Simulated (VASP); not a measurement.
# Sc2Al (P6_3/mmc) in VASP: further runs, part 2 of 2

VASP 6.6.1. Earlier steps stand in the parts before.

### Step 4. Single point, LDA

This run uses another cell than the first one, of 20.72 Å³/atom.

Input file INCAR:

```
SYSTEM = Sc2Al
ALGO = Normal
EDIFF = 1E-6
ENCUT = 520
GGA = CA
ISIF = 2
ISMEAR = -1
LASPH = .True.
LCHARG = .False.
LREAL = .False.
LWAVE = .False.
NBANDS = 34
NELM = 100
PREC = Accurate
SIGMA = 0.1
```

Input file KPOINTS:

```
k-points
0
Gamma
  6 6 4
  0 0 0
```

Input file POSCAR:

```
Sc2Al
1.0
    4.8487277258      0.0000000000      0.0000000000
   -2.4243688181      4.1991267869      0.0000000000
    0.0000000000      0.0000000000      6.1061576509
Sc Al
4 2
Direct
    0.0000000000      0.0000000000      0.0000000000
    0.0000000000      0.0000000000      0.5000000000
    0.3333333333      0.6666666667      0.7500000000
    0.6666666667      0.3333333333      0.2500000000
    0.3333333333      0.6666666667      0.2500000000
    0.6666666667      0.3333333333      0.7500000000
```

Potentials or basis: VASP PAW LDA potentials, release 64 (Sc_sv, Al).

Run with:

```sh
> cat potpaw_LDA.64/Sc_sv/POTCAR potpaw_LDA.64/Al/POTCAR > POTCAR
> mpirun -np 1 vasp_std > vasp.out
```

OUTCAR:

```text
SYSTEM = Sc2Al
   EDIFF = 1E-6
   ENCUT = 520
   GGA = CA
   ISIF = 2
   ISMEAR = -1
   LASPH = .True.
   LREAL = .False.
   NELM = 100
   PREC = Accurate

 ion  position               nearest neighbor table
   1  0.000  0.000  0.000-   2 3.05   2 3.05   4 3.19   6 3.19   3 3.19   5 3.19   6 3.19   3 3.19
                             4 3.19   5 3.19   4 3.19   6 3.19   3 3.19   5 3.19
   2  0.000  0.000  0.500-   1 3.05   1 3.05   4 3.19   6 3.19   3 3.19   5 3.19   6 3.19   3 3.19
                             4 3.19   5 3.19   4 3.19   6 3.19   3 3.19   5 3.19
   3  0.333  0.667  0.750-   6 2.80   6 2.80   6 2.80   5 3.05   5 3.05   2 3.19   1 3.19   1 3.19
                             2 3.19   2 3.19   1 3.19
   4  0.667  0.333  0.250-   5 2.80   5 2.80   5 2.80   6 3.05   6 3.05   1 3.19   2 3.19   1 3.19
                             2 3.19   1 3.19   2 3.19
   5  0.333  0.667  0.250-   4 2.80   4 2.80   4 2.80   3 3.05   3 3.05   2 3.19   1 3.19   1 3.19
                             2 3.19   2 3.19   1 3.19
   6  0.667  0.333  0.750-   3 2.80   3 2.80   3 2.80   4 3.05   4 3.05   1 3.19   2 3.19   1 3.19
                             2 3.19   1 3.19   2 3.19

  LATTYP: Found a hexagonal cell.
 ALAT       =     4.8487277258
 C/A-ratio  =     1.2593319312

[... 191 lines left out ...]
 Fermi energy:         4.7597989870

 k-point     1 :       0.0000    0.0000    0.0000
  band No.  band energies     occupation
      1     -44.0421      2.00000
      2     -43.9788      2.00000
      3     -43.9296      2.00000
      4     -43.9157      2.00000
      5     -23.1790      2.00000
      6     -23.1248      2.00000
[... 766 lines left out ...]
     33       7.1406      0.00000
     34       7.1831      0.00000

------------------------ aborting loop because EDIFF is reached ----------------------------------------

  FORCE on cell =-STRESS in cart. coord.  units (eV):
  Direction    XX          YY          ZZ          XY          YZ          ZX
  --------------------------------------------------------------------------------------
  -------------------------------------------------------------------------------------
  Total       -1.9986622     -1.9986673     -2.1314194      0.0000024      0.0000000      0.0000000
  in kB      -25.7569942    -25.7570604    -27.4678522      0.0000304      0.0000000      0.0000000
  external PRESSURE =     -26.3273023 kB  Pullay stress =       0.0000000 kB

 VOLUME and BASIS-vectors are now :
 -----------------------------------------------------------------------------
  energy-cutoff  :      520.00
  volume of cell :      124.32
      direct lattice vectors                 reciprocal lattice vectors
     4.848727726  0.000000000  0.000000000     0.206239669  0.119072619  0.000000000
    -2.424368818  4.199126787  0.000000000     0.000000000  0.238144750  0.000000000
     0.000000000  0.000000000  6.106157651     0.000000000  0.000000000  0.163769109

 POSITION                                       TOTAL-FORCE (eV/Angst)
 -----------------------------------------------------------------------------------
      0.00000      0.00000      0.00000        -0.000000      0.000000      0.000000
      0.00000      0.00000      3.05308        -0.000000      0.000000      0.000000
     -0.00000      2.79942      4.57962         0.000000     -0.000000      0.000000
      2.42436      1.39971      1.52654        -0.000000      0.000000      0.000000
     -0.00000      2.79942      1.52654         0.000000     -0.000000      0.000000
      2.42436      1.39971      4.57962        -0.000000      0.000000     -0.000000
 -----------------------------------------------------------------------------------
    total drift:                               -0.000000     -0.000000     -0.000000

  FREE ENERGIE OF THE ION-ELECTRON SYSTEM (eV)
  ---------------------------------------------------
  free  energy   TOTEN  =       -37.5355346788 eV

  energy  without entropy=      -37.3036851610  energy(sigma->0) =      -37.41960992
```

stdout:

```text
POSCAR found type information on POSCAR ScAl
 POSCAR found :  2 types and       6 ions
 scaLAPACK will be used
 LDA part: xc-table for (Slater(with rela. corr.)+CA(PZ))
 , standard interpolation
 POSCAR, INCAR and KPOINTS ok, starting setup
 FFT: planning ... GRIDC
 FFT: planning ... GRID_SOFT
 FFT: planning ... GRID
 WAVECAR not read
 entering main loop
```

Wall time 2 min (1 thread of Oxide Virtual Turin-like, shared host); peak memory 0.2 GiB.

What came out:

```yaml
Free_energy: -37.5355 eV
Pressure: -2.6 GPa
Band_gap_on_the_k_mesh: zero (bands 25 and 26 overlap by 0.75 eV)
```

Stress tensor (GPa, compression positive):
```
-2.58  0.00  0.00
 0.00 -2.58  0.00
 0.00  0.00 -2.75
```

### Step 5. Single point, LDA

This run uses another cell than the first one, of 21.29 Å³/atom.

Input file INCAR:

```
SYSTEM = Sc2Al
PREC = Accurate
ENCUT = 520
EDIFF = 1E-6
ISMEAR = -1
SIGMA = 0.1
LREAL = .False.
LASPH = .True.
NELM = 60
ALGO = Normal
ISIF = 2
LWAVE = .False.
LCHARG = .False.
NBANDS = 34
```

Input file KPOINTS:

```
Automatic mesh
0
Gamma
  6 6 4
  0 0 0
```

POSCAR: that of step 4 with these lines changed.

```diff
@@ -2,5 +2,5 @@
 1.0
-    4.8487277258      0.0000000000      0.0000000000
-   -2.4243688181      4.1991267869      0.0000000000
-    0.0000000000      0.0000000000      6.1061576509
+    4.8926100000      0.0000000000      0.0000000000
+   -2.4463100000      4.2371300000      0.0000000000
+    0.0000000000      0.0000000000      6.1614200000
 Sc Al
```

Run with:

```sh
> cat potpaw_LDA.64/Sc_sv/POTCAR potpaw_LDA.64/Al/POTCAR > POTCAR
> mpirun -np 1 vasp_std > vasp.out
```

Wall time 1.9 min (1 thread of Oxide Virtual Turin-like, shared host); peak memory 0.2 GiB.

It converged, with:

```
Free energy            : -37.4611 eV
Pressure               : -4.4 GPa
Band gap on the k mesh : zero (bands 25 and 26 overlap by 0.72 eV)
```

Stress tensor (GPa, compression positive):
```
-4.43  0.00  0.00
 0.00 -4.43  0.00
 0.00  0.00 -4.33
```

Levels at points of the mesh, in eV from the Fermi level:
```csv
k point,band 21,band 22,band 23,band 24,band 25,band 26,band 27,band 28,band 29,band 30
"(0.00, 0.00, 0.00)",-1.73,-0.65,-0.60,-0.60,-0.35,-0.35,-0.03,-0.03,1.85,1.98
"(0.50, 0.00, 0.00)",-1.15,-1.10,-0.99,-0.75,-0.63,0.27,0.37,0.82,1.13,1.23
"(0.00, 0.00, 0.50)",-1.41,-1.41,-1.02,-1.02,0.12,0.12,0.12,0.12,1.48,1.48
"(0.50, 0.00, 0.50)",-1.07,-1.07,-0.80,-0.80,0.20,0.20,0.50,0.50,1.14,1.14
```

Caveat: the cell stands under tension.

### Step 6. The runs side by side

| cell | gap on the mesh (eV) | pressure (GPa) |
| --- | --- | --- |
| a = 4.758, b = 4.759, c = 5.993 Å, angles 90.0, 90.0, 120.0°, 6 atoms | none | 1.7 |
| a = 4.804, b = 4.804, c = 6.050 Å, angles 90.0, 90.0, 120.0°, 6 atoms | none | -0.6 |
| a = 4.849, b = 4.849, c = 6.106 Å, angles 90.0, 90.0, 120.0°, 6 atoms | none | -2.6 |
| a = 4.893, b = 4.893, c = 6.161 Å, angles 90.0, 90.0, 120.0°, 6 atoms | none | -4.4 |

Alike in all rows: task single point; level LDA; potentials or basis VASP PAW LDA potentials, release 64 (Sc_sv, Al); no spin polarisation; k mesh 6 × 6 × 4; cutoff (eV) 520; smearing fermi-dirac 0.1 eV.

Caveats: the cell stands under tension (at least some runs).

Absolute energies hang on the potentials; compare differences alone.
